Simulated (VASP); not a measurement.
# Hf (P6_3/mmc) in VASP: a series of runs

Hf is run at these levels: PBEsol; tasks: single point, relaxation of volume and atoms at fixed shape.

All numbers are computed with VASP 6.6.1; they aren't measurements. Logs are shortened: lines on timing, memory, paths and dates and some standing lists are left out, and cuts for length are marked.

## (1) The cell of the first run

Symmetry: P6_3/mmc, No. 194, hexagonal system. The conventional cell has a = 3.160 Å, b = 3.160 Å, c = 4.999 Å, α = 90.00°, β = 90.00°, γ = 120.00°. Within 4.1 Å of Hf (site symmetry -6m2) lie 12 Hf at 3.09 to 3.16 Å.

## (2) Single point, PBEsol

INCAR reads:

```
SYSTEM = Hf
ALGO     = Normal         ! electronic algorithm
EDIFF    = 1E-6           ! SCF threshold, eV
ENCUT    = 520            ! plane-wave cutoff, eV
GGA      = PS             ! functional
ISIF     = 2              ! what is computed and relaxed
ISMEAR   = -1             ! smearing method
LASPH    = .True.         ! aspherical terms in the spheres
LCHARG   = .True.         ! write CHGCAR
LELF     = .True.         ! ELF
LREAL    = .False.        ! projectors in reciprocal space
LVHAR    = .True.       
LWAVE    = .False.        ! write WAVECAR
NBANDS   = 17             ! bands
NELM     = 80             ! most SCF steps
PREC     = Accurate       ! precision mode
SIGMA    = 0.1            ! smearing width, eV
```

KPOINTS reads:

```
k-points
0
Gamma
  16 16 9
  0 0 0
```

POSCAR reads:

```
Hf
1.0
    3.1596465785      0.0000000000      0.0000000000
   -1.5798232893      2.7363342040      0.0000000000
    0.0000000000      0.0000000000      4.9991746624
Hf
2
Direct
    0.3333333333      0.6666666667      0.2500000000
    0.6666666667      0.3333333333      0.7500000000
```

Potentials or basis: VASP PAW PBE potentials, release 64 (Hf_pv).

The run is started by

```console
> cat potpaw_PBE.64/Hf_pv/POTCAR > POTCAR
> mpirun -np 1 vasp_std > vasp.out
```

OUTCAR:

```text
SYSTEM = Hf
   EDIFF = 1E-6
   ENCUT = 520
   GGA = PS
   ISIF = 2
   ISMEAR = -1
   LASPH = .True.
   LREAL = .False.
   NELM = 80
   PREC = Accurate

 ion  position               nearest neighbor table
   1  0.333  0.667  0.250-   2 3.09   2 3.09   2 3.09   2 3.09   2 3.09   2 3.09
   2  0.667  0.333  0.750-   1 3.09   1 3.09   1 3.09   1 3.09   1 3.09   1 3.09

  LATTYP: Found a hexagonal cell.
 ALAT       =     3.1596465785
 C/A-ratio  =     1.5821942544

  Lattice vectors:

 A1 = (   3.1596465785,   0.0000000000,   0.0000000000)
 A2 = (  -1.5798232893,   2.7363342040,   0.0000000000)
 A3 = (   0.0000000000,   0.0000000000,   4.9991746624)

Analysis of symmetry for initial positions (statically):
=====================================================================
 Subroutine PRICEL returns:
 Original cell was already a primitive cell.

 Routine SETGRP: Setting up the symmetry group for a
 hexagonal supercell.

 Subroutine GETGRP returns: Found 24 space group operations
 (whereof 12 operations were pure point group operations)
 out of a pool of 24 trial point group operations.

The static configuration has the point symmetry D_3d.
 The point group associated with its full space group is D_6h.

Analysis of symmetry for dynamics (positions and initial velocities):
=====================================================================
 Subroutine PRICEL returns:
 Original cell was already a primitive cell.

 Routine SETGRP: Setting up the symmetry group for a
 hexagonal supercell.

 Subroutine GETGRP returns: Found 24 space group operations
 (whereof 12 operations were pure point group operations)
 out of a pool of 24 trial point group operations.

The dynamic configuration has the point symmetry D_3d.
 The point group associated with its full space group is D_6h.

 Subroutine INISYM returns: Found 24 space group operations
 (whereof 12 operations are pure point group operations),
 and found     1 'primitive' translations

----------------------------------------------------------------------------------------

                                     Primitive cell

  volume of cell :      43.2221

  direct lattice vectors                    reciprocal lattice vectors
     3.159646578  0.000000000  0.000000000     0.316491093  0.182726218  0.000000000
    -1.579823289  2.736334204  0.000000000     0.000000000  0.365452436  0.000000000
     0.000000000  0.000000000  4.999174662     0.000000000  0.000000000  0.200033019

  length of vectors
     3.159646578  3.159646579  4.999174662     0.365452436  0.365452436  0.200033019

  position of ions in fractional coordinates (direct lattice)
     0.333333333  0.666666667  0.250000000
     0.666666667  0.333333333  0.750000000

  ion indices of the primitive-cell ions
   primitive index   ion index
                 1           1
                 2           2

----------------------------------------------------------------------------------------

 KPOINTS: k-points

Automatic generation of k-mesh.
 Grid dimensions read from file:
 generate k-points for:   16   16    9

 Generating k-lattice:

  Cartesian coordinates                     Fractional coordinates (reciprocal lattice)
     0.019780693  0.011420389  0.000000000     0.062500000  0.000000000  0.000000000
     0.000000000  0.022840777  0.000000000     0.000000000  0.062500000  0.000000000
     0.000000000  0.000000000  0.022225891     0.000000000  0.000000000  0.111111111

  Length of vectors
     0.022840777  0.022840777  0.022225891

  Shift w.r.t. Gamma in fractional coordinates (k-lattice)
     0.000000000  0.000000000  0.000000000

 Subroutine IBZKPT returns following result:
 ===========================================

 Found    150 irreducible k-points:

 Following reciprocal coordinates:
            Coordinates               Weight
  0.000000  0.000000  0.000000      1.000000
  0.062500  0.000000  0.000000      6.000000
  0.125000  0.000000  0.000000      6.000000
  0.187500 -0.000000  0.000000      6.000000
  0.250000  0.000000  0.000000      6.000000
  0.312500  0.000000  0.000000      6.000000
[... 16 lines left out ...]
  0.187500  0.187500  0.000000      6.000000
  0.250000  0.187500  0.000000     12.000000
 [... further k-points ...]
   k-points           NKPTS =    150   k-points in BZ     NKDIM =    150   number of bands    NBANDS=     17
   number of dos      NEDOS =    301   number of ions     NIONS =      2
   total plane-waves  NPLWV =  23040
   dimension x,y,z NGX =    24 NGY =   24 NGZ =   40
   dimension x,y,z NGXF=    48 NGYF=   48 NGZF=   80
   ions per type =               2
   NGX,Y,Z   is equivalent  to a cutoff of  12.63, 12.63, 13.30 a.u.
   NGXF,Y,Z  is equivalent  to a cutoff of  25.26, 25.26, 26.60 a.u.
 SYSTEM =  Hf
   PREC   = accura    normal or accurate (medium, high low for compatibility)
   ISTART =      0    job   : 0-new  1-cont  2-samecut
   ICHARG =      2    charge: 1-file 2-atom 10-const
   ISPIN  =      1    spin polarized calculation?
   LNONCOLLINEAR =      F non collinear calculations
   LSORBIT =      F    spin-orbit coupling
   LASPH  =      T    aspherical Exc in radial PAW
   ENCUT  =  520.0 eV  38.22 Ry    6.18 a.u.   5.87  5.87  9.30*2*pi/ulx,y,z
   NELM   =     80;   NELMIN=  2; NELMDL= -5     # of ELM steps
   EDIFF  = 0.1E-05   stopping-criterion for ELM
   LREAL  =      F    real-space projection
   EDIFFG = 0.1E-04   stopping-criterion for IOM
   NSW    =      0    number of steps for IOM
   IBRION =     -1    ionic relax: 0-MD 1-quasi-New 2-CG
   NFREE  =      0    steps in history (QN), initial steepest desc. (CG)
   ISIF   =      2    stress and relaxation
   ISYM   =      2    0-nonsym 1-usesym 2-fastsym
   POTIM  = 0.5000    time-step for ionic-motion
   TEBEG  =    0.0;   TEEND  =   0.0 temperature during run
   PSTRESS=    0.0 pullay stress
   NELECT =      20.0000    total number of electrons
   NUPDOWN=      -1.0000    fix difference up-down
   EMIN   =  10.00;   EMAX   =-10.00  energy-range for DOS
   EFERMI =   0.00;   METHOD = LEGACY
   ISMEAR =    -1;   SIGMA  =   0.10  broadening in eV -4-tet -1-fermi 0-gaus
   EFERMI_NEDOS =   21; number of points for ismear=-14 and -15
   IALGO  =     38    algorithm
   IMIX   =      4    mixing-type and parameters
     AMIX     =   0.40;   BMIX     =  1.00
     AMIX_MAG =   1.60;   BMIX_MAG =  1.00
  volume/ion in A,a.u.               =      21.61       145.84
  Fermi-wavevector in a.u.,A,eV,Ry     =   1.266240  2.392847 21.815103  1.603365
  Thomas-Fermi vector in A             =   2.399452
   LORBIT       =      0    0 simple, 1 ext, 2 COOP (PROOUT), +10 PAW based schemes
   GGA     = PS    functional components
   LHFCALC =     F    Hartree Fock is set to
   AEXX    =    0.0000 exact exchange contribution
   IVDW    =     0    specifies the selected vdW correction
   LEPSILON=     F    determine dielectric tensor
   LRPA    =     F    only Hartree local field effects (RPA)
 non-spin polarized calculation
  energy-cutoff  :      520.00
  volume of cell :       43.22
 maximum number of plane-waves:      1182
 NGX is ok and might be reduce to    24
   NGX = 11   NGY = 11   NGZ = 19

 number of electron      19.9999996 magnetization

 Free energy of the ion-electron system (eV)
  ---------------------------------------------------
  ext. energy  EPLUGINS =         0.00000000
  ---------------------------------------------------
  free energy    TOTEN  =       -21.03259450 eV

  energy without entropy =      -20.97760939  energy(sigma->0) =      -21.00510195

 E-fermi :   4.9837     XC(G=0): -11.5502

 val. band max:        4.9758694018   @ k =   0.1875  -0.0000   0.3333
 cond. band min:       4.9847648561   @ k =   0.1250   0.0000   0.4444
 fundamental gap:      0.0088954543
 Fermi energy:         4.9837298494

 k-point     1 :       0.0000    0.0000    0.0000
  band No.  band energies     occupation
      1     -26.0042      2.00000
      2     -25.1695      2.00000
      3     -25.1695      2.00000
      4     -25.0259      2.00000
      5     -25.0259      2.00000
      6     -25.0238      2.00000
[... 9 lines left out ...]
     16       7.6930      0.00000
     17      10.5167      0.00000

 k-point     2 :       0.0625    0.0000    0.0000
  band No.  band energies     occupation
      1     -25.9928      2.00000
      2     -25.1942      2.00000
      3     -25.1778      2.00000
      4     -25.0521      2.00000
      5     -25.0291      2.00000
      6     -25.0291      2.00000
[... 9 lines left out ...]
     16       7.5718      0.00000
     17      10.6174      0.00000

 k-point     3 :       0.1250    0.0000    0.0000
  band No.  band energies     occupation
      1     -25.9592      2.00000
      2     -25.2647      2.00000
      3     -25.2010      2.00000
      4     -25.1256      2.00000
      5     -25.0448      2.00000
      6     -25.0388      2.00000
[... 9 lines left out ...]
     16       7.4708      0.00000
     17      10.8567      0.00000

 k-point     4 :       0.1875   -0.0000    0.0000
  band No.  band energies     occupation
      1     -25.9062      2.00000
      2     -25.3701      2.00000
      3     -25.2346      2.00000
      4     -25.2322      2.00000
      5     -25.0712      2.00000
      6     -25.0541      2.00000
[... 9 lines left out ...]
     16       8.0000      0.00000
     17      11.1281      0.00000

 k-point     5 :       0.2500    0.0000    0.0000
  band No.  band energies     occupation
      1     -25.8379      2.00000
      2     -25.4944      2.00000
      3     -25.3533      2.00000
      4     -25.2728      2.00000
      5     -25.1079      2.00000
      6     -25.0733      2.00000
[... 9 lines left out ...]
     16       8.7012      0.00000
     17      11.3632      0.00000

 k-point     6 :       0.3125    0.0000    0.0000
  band No.  band energies     occupation
      1     -25.7603      2.00000
      2     -25.6182      2.00000
      3     -25.4697      2.00000
      4     -25.3099      2.00000
      5     -25.1538      2.00000
      6     -25.0932      2.00000
[... 9 lines left out ...]
     16       9.5234      0.00000
     17      11.5363      0.00000

 k-point     7 :       0.3750   -0.0000    0.0000
  band No.  band energies     occupation
      1     -25.7225      2.00000
      2     -25.6821      2.00000
      3     -25.5653      2.00000
      4     -25.3406      2.00000
      5     -25.2051      2.00000
      6     -25.1105      2.00000
[... 9 lines left out ...]
     16      10.3836      0.00000
     17      11.6475      0.00000

 k-point     8 :       0.4375   -0.0000    0.0000
  band No.  band energies     occupation
      1     -25.7917      2.00000
      2     -25.6278      2.00000
      3     -25.6172      2.00000
      4     -25.3608      2.00000
      5     -25.2518      2.00000
      6     -25.1222      2.00000
[... 9 lines left out ...]
     16      11.1936      0.00000
     17      11.7073      0.00000
[... 203 lines left out ...]
      1     -25.7343      2.00000
      2     -25.6070      2.00000
      3     -25.5150      2.00000
      4     -25.3179      2.00000
      5     -25.1701      2.00000
      6     -25.1453      2.00000
[... 9 lines left out ...]
     16      10.2212      0.00000
     17      11.3092      0.00000

 k-point    20 :       0.3125    0.1250    0.0000
  band No.  band energies     occupation
      1     -25.7029      2.00000
      2     -25.6572      2.00000
      3     -25.5728      2.00000
      4     -25.3706      2.00000
      5     -25.2221      2.00000
      6     -25.1690      2.00000
[... 9 lines left out ...]
     16      11.1699      0.00000
     17      11.3744      0.00000

 k-point    21 :       0.3750    0.1250    0.0000
  band No.  band energies     occupation
      1     -25.7663      2.00000
      2     -25.6105      2.00000
      3     -25.5917      2.00000
      4     -25.4063      2.00000
      5     -25.2709      2.00000
      6     -25.1846      2.00000
[... 9 lines left out ...]
     16      11.4088      0.00000
     17      12.0042      0.00000

 k-point    22 :       0.4375    0.1250    0.0000
  band No.  band energies     occupation
      1     -25.7884      2.00000
      2     -25.6236      2.00000
      3     -25.5630      2.00000
      4     -25.4188      2.00000
      5     -25.2937      2.00000
      6     -25.1901      2.00000
[... 9 lines left out ...]
     16      11.4193      0.00000
     17      12.2906      0.00000

 k-point    23 :       0.1875    0.1875    0.0000
  band No.  band energies     occupation
      1     -25.7412      2.00000
      2     -25.5519      2.00000
      3     -25.5448      2.00000
      4     -25.3023      2.00000
      5     -25.1656      2.00000
      6     -25.1650      2.00000
[... 9 lines left out ...]
     16      10.2178      0.00000
     17      11.2119      0.00000

 k-point    24 :       0.2500    0.1875    0.0000
  band No.  band energies     occupation
      1     -25.6661      2.00000
      2     -25.6456      2.00000
      3     -25.5809      2.00000
      4     -25.3614      2.00000
      5     -25.2156      2.00000
      6     -25.2086      2.00000
[... 9 lines left out ...]
     16      11.1535      0.00000
     17      11.2102      0.00000

 [... further k-points ...]

------------------------ aborting loop because EDIFF is reached ----------------------------------------

  FORCE on cell =-STRESS in cart. coord.  units (eV):
  Direction    XX          YY          ZZ          XY          YZ          ZX
  --------------------------------------------------------------------------------------
  -------------------------------------------------------------------------------------
  Total       -0.1010764     -0.1010764     -0.0786734      0.0000000     -0.0000000     -0.0000000
  in kB       -3.7467489     -3.7467489     -2.9163040      0.0000000     -0.0000000     -0.0000000
  external PRESSURE =      -3.4699340 kB  Pullay stress =       0.0000000 kB

 VOLUME and BASIS-vectors are now :
 -----------------------------------------------------------------------------
  energy-cutoff  :      520.00
  volume of cell :       43.22
      direct lattice vectors                 reciprocal lattice vectors
     3.159646578  0.000000000  0.000000000     0.316491093  0.182726218  0.000000000
    -1.579823289  2.736334204  0.000000000     0.000000000  0.365452436  0.000000000
     0.000000000  0.000000000  4.999174662     0.000000000  0.000000000  0.200033019

 POSITION                                       TOTAL-FORCE (eV/Angst)
 -----------------------------------------------------------------------------------
     -0.00000      1.82422      1.24979        -0.000000      0.000000      0.000000
      1.57982      0.91211      3.74938         0.000000     -0.000000      0.000000
 -----------------------------------------------------------------------------------
    total drift:                               -0.000000      0.000000     -0.000000

  FREE ENERGIE OF THE ION-ELECTRON SYSTEM (eV)
  ---------------------------------------------------
  free  energy   TOTEN  =       -21.0325944999 eV

  energy  without entropy=      -20.9776093949  energy(sigma->0) =      -21.00510195
```

It took 1.8 min on 1 thread of Intel Xeon 8259CL, shared host; peak memory 0.23 GiB.

What came out:

| Property | Result |
| --- | --- |
| Free energy | -21.0326 eV |
| Pressure | -0.3 GPa |
| Band gap on the k mesh | zero (bands 10 and 11 overlap by 1.48 eV) |

Levels at points of the mesh, in eV from the Fermi level:
```
           k point  band 6  band 7  band 8  band 9  band 10  band 11  band 12  band 13  band 14  band 15
(0.00, 0.00, 0.00)  -30.01   -7.49   -3.81    0.81     1.19     1.19     1.48     2.05     2.05     2.71
(0.50, 0.00, 0.00)  -30.11   -3.40   -2.86   -2.32    -0.71     0.78     0.93     1.75     6.13     6.67
```

Caveat: the PAW data sets were made with another functional, which shifts forces and pressure a little; spin-orbit coupling is left out, which moves the levels of the heavy elements.

(Continued in part 2 of 2.)
